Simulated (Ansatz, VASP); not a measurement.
## One calculation of MoS3, two programs

```xyz
8
Lattice="5.1952 0.0000 0.0000 0.0000 5.1952 0.0000 0.0000 0.0000 4.8886" Properties=species:S:1:pos:R:3 pbc="T T T"
Mo    0.0000    2.5976    2.4443
Mo    2.5976    0.0000    2.4443
S     4.4705    1.8728    0.0000
S     0.7248    3.3224    0.0000
S     1.8728    0.7248    0.0000
S     3.3224    4.4705    0.0000
S     2.5976    2.5976    2.4443
S     0.0000    0.0000    2.4443
```

Change from the starting cell: species swapped into the GaPt3 type (P4/mbm, No. 127).

Alike in both runs: functional PBE; k mesh 4 × 4 × 4; occupations gaussian, width 0.1 eV; collinear spin.

Ansatz relaxed the structure, and its values are those at the end. VASP's run is a single point on that final structure, the one shown.

|  | VASP | Ansatz |
| --- | --- | --- |
| version | VASP 6.6.1 | Ansatz 0.2.0 |
| potentials or method | VASP PAW PBE potentials, release 64 (Mo_sv, S), cutoff 520 eV | scalar-relativistic, plane waves, PAW |
| valence electrons in the cell | 64 | 64 |

```csv
,VASP,Ansatz,Ansatz less VASP
gap on the k mesh at the Fermi level (eV),none,none,-
pressure (GPa),-0.3,0.0,+0.26
rms of the force components (eV/Å),0.059,0.001,-0.0584
net moment per atom (μB),0.40,0.40,0.000
size of the moment on the site where the two differ most (μB),1.42,1.24,-0.186
```

Site moments also hang on the region over which each program counts them. A gap of «none» marks a metal or a gap that the smearing closes.
